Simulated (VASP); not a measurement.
Input of a VASP 6.6.1 run:

Contents of INCAR:

```
SYSTEM = Ti
  PREC = Accurate
  ENCUT = 400
  EDIFF = 1E-8
  ISMEAR = -1
  SIGMA = 0.05
  LREAL = .FALSE.
  LASPH = .TRUE.
  NELM = 120
  ALGO = Normal
  ISIF = 2
  LWAVE = .FALSE.
  LCHARG = .FALSE.
  GGA = PS
  LEFG = .TRUE.
  NBANDS = 12
  GGA_COMPAT = .FALSE.
```

The input KPOINTS:

```
regular mesh
0
G
  14 14 14
  0 0 0
```

Contents of POSCAR:

```
Ti
1.0
   -1.6410000000      1.6410000000      1.6902300000
    1.6410000000     -1.6410000000      1.6902300000
    1.6410000000      1.6410000000     -1.6902300000
Ti
1
Direct
    0.0000000000      0.0000000000      0.0000000000
```

Potentials or basis: VASP PAW PBE potentials, release 64 (Ti_sv).

Command:

```sh
$ cat potpaw_PBE.64/Ti_sv/POTCAR > POTCAR
$ mpirun -np 1 vasp_std > vasp.out
```

Question: Predict the band gap on the k mesh.

Answer: Zero (bands 6 and 7 overlap by 1.51 eV).

Question: Predict the pressure.

Answer: -9.9 GPa.

Stress tensor (GPa, compression positive):
```
-10.12   0.00   0.00
  0.00 -10.12   0.00
  0.00   0.00  -9.47
```

Caveat: the cell differs from its parent crystal (zz strain of +3 %); the cell stands under tension; without QUAD_EFG the Cq values of the log hold for a quadrupole moment of 1 mb, not for the nuclei; the PAW data sets were made with another functional, which shifts forces and pressure a little.
